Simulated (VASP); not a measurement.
Input of a VASP 6.6.1 run:

Contents of INCAR:

```
SYSTEM = MgB2
PREC     = Accurate       ! precision mode
ENCUT    = 600            ! plane-wave cutoff, eV
EDIFF    = 1E-6           ! SCF threshold, eV
ISMEAR   = 0              ! smearing method
SIGMA    = 0.1            ! smearing width, eV
LREAL    = .FALSE.        ! projectors in reciprocal space
LASPH    = .TRUE.         ! aspherical terms in the spheres
NELM     = 100            ! most SCF steps
ALGO     = Normal         ! electronic algorithm
ISIF     = 4              ! what is computed and relaxed
LWAVE    = .FALSE.        ! write WAVECAR
LCHARG   = .FALSE.        ! write CHGCAR
GGA      = PE             ! functional
IBRION   = 2              ! ionic algorithm
NSW      = 50             ! ionic steps
EDIFFG   = -0.01          ! ionic threshold
```

KPOINTS

```
regular mesh
0
G
  15 15 12
  0 0 0
```

The input POSCAR:

```
MgB2
1.0
    3.0418569582      0.0000000000      0.0000000000
   -1.5209284791      2.6343254005      0.0000000000
    0.0000000000      0.0000000000      3.4963227232
Mg B
1 2
Direct
    0.0000000000      0.0000000000      0.0000000000
    0.3333333333      0.6666666667      0.5000000000
    0.6666666667      0.3333333333      0.5000000000
```

Potentials or basis: VASP PAW PBE potentials, release 64 (Mg, B).

Command:

```sh
$ cat potpaw_PBE.64/Mg/POTCAR potpaw_PBE.64/B/POTCAR > POTCAR
$ mpirun -np 1 vasp_std > vasp.out
```

Q: Estimate the band gap on the k mesh.

A: Zero (band 4 reaches 7.35 eV, above the bottom of band 5 at 3.45 eV).

Step by step:
```
step  energy change (eV)  largest force (eV/Å)  pressure (GPa)  volume (Å³)
   1              0.0000                0.0000            4.63        28.02
   2             -0.0009                0.0000            4.38        28.02
   3             -0.0009                0.0000            4.32        28.02
```
